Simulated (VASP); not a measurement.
Input of a VASP 6.6.1 run:

Contents of INCAR:

```
SYSTEM = FePt
PREC     = Accurate       ! precision mode
ENCUT    = 520            ! plane-wave cutoff, eV
EDIFF    = 1E-7           ! SCF threshold, eV
ISMEAR   = 1              ! smearing method
SIGMA    = 0.05           ! smearing width, eV
LREAL    = .False.        ! projectors in reciprocal space
LASPH    = .True.         ! aspherical terms in the spheres
NELM     = 150            ! most SCF steps
ALGO     = Normal         ! electronic algorithm
ISIF     = 2              ! what is computed and relaxed
LWAVE    = .False.        ! write WAVECAR
LCHARG   = .False.        ! write CHGCAR
ISPIN    = 2              ! spin polarisation
MAGMOM   = 3.5 0          ! initial moments
LORBIT   = 11             ! projections on sites
LMAXMIX  = 4              ! l up to which the mixer works
GGA      = CA             ! functional
NBANDS   = 20             ! bands
```

KPOINTS

```
Automatic mesh
0
Gamma
  10 10 8
  0 0 0
```

The input POSCAR:

```
FePt
1.0
    2.7235000000      0.0000000000      0.0000000000
    0.0000000000      2.7235000000      0.0000000000
    0.0000000000      0.0000000000      3.7200000000
Fe Pt
1 1
Direct
    0.0000000000      0.0000000000      0.0000000000
    0.5000000000      0.5000000000      0.5000000000
```

Potentials or basis: VASP PAW LDA potentials, release 64 (Fe, Pt).

Launch:

```sh
$ cat potpaw_LDA.64/Fe/POTCAR potpaw_LDA.64/Pt/POTCAR > POTCAR
$ mpirun -np 1 vasp_std > vasp.out
```

(1) Predict the pressure.

(2) Estimate the net moment.

(3) Estimate the site moments.

Answers

(1) -12.6 GPa.

(2) 3.22 μB per cell.

(3) Fe +2.81; Pt +0.35 μB.
